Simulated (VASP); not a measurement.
A run of VASP 6.6.1 is set up as follows.

The input INCAR:

```
PREC     = Accurate       # precision mode
ENCUT    = 520            # plane-wave cutoff, eV
EDIFF    = 1E-6           # SCF threshold, eV
ISMEAR   = 0              # smearing method
SIGMA    = 0.01           # smearing width, eV
LREAL    = F              # projectors in reciprocal space
LASPH    = T              # aspherical terms in the spheres
NELM     = 100            # most SCF steps
ALGO     = Normal         # electronic algorithm
ISIF     = 2              # what is computed and relaxed
LWAVE    = F              # write WAVECAR
LCHARG   = T              # write CHGCAR
GGA      = PS             # functional
LELF     = T              # ELF
LVHAR    = T            
NBANDS   = 15             # bands
```

KPOINTS

```
regular mesh
0
Gamma
  6 6 6
```

The input POSCAR:

```
SrO
1.0
    0.0000000000      2.5613268558      2.5613268558
    2.5613268558      0.0000000000      2.5613268558
    2.5613268558      2.5613268558      0.0000000000
Sr O
1 1
Direct
    0.0000000000      0.0000000000      0.0000000000
    0.5000000000      0.5000000000      0.5000000000
```

Potentials or basis: VASP PAW PBE potentials, release 64 (Sr_sv, O).

The run is started by

```bash
$ cat potpaw_PBE.64/Sr_sv/POTCAR potpaw_PBE.64/O/POTCAR > POTCAR
$ mpirun -np 1 vasp_std > vasp.out
```

(1) Predict the pressure.

(2) Estimate the band gap on the k mesh.

## Answers

(1) 0.6 GPa.

(2) 3.15 eV, indirect (least direct gap 3.23 eV).

Caveat: the PAW data sets were made with another functional, which shifts forces and pressure a little.
